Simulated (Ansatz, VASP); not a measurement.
**ZnSe in VASP and in Ansatz**

```
CELL_PARAMETERS angstrom
0.00000 2.86630 2.86630
2.86630 0.00000 2.86630
2.86630 2.86630 0.00000
ATOMIC_POSITIONS crystal
Zn 0.00000 0.00000 0.00000
Se 0.75000 0.75000 0.75000
```

Alike in both runs: functional PBE; k mesh 8 × 8 × 8; no spin polarisation.

Ansatz relaxed the structure, and its values are those at the end. VASP's run is a single point on that final structure, the one shown.

|  | VASP | Ansatz |
| --- | --- | --- |
| version | VASP 6.6.1 | Ansatz 0.2.0 |
| potentials or method | VASP PAW PBE potentials, release 64 (Zn, Se), cutoff 520 eV | scalar-relativistic, plane waves, PAW |
| occupations | gaussian, width 0.01 eV | fixed |
| valence electrons in the cell | 18 | 28 |

```tsv
	VASP	Ansatz	Ansatz less VASP
gap on the k mesh at the Fermi level (eV)	1.15	1.15	-0.001
least direct gap on the mesh (eV)	1.15	1.15	-0.001
pressure (GPa)	0.2	0.0	-0.21
```

VASP's potentials hold 18 valence electrons a cell and Ansatz's 28, so a difference there can come from the potentials and not from the codes.
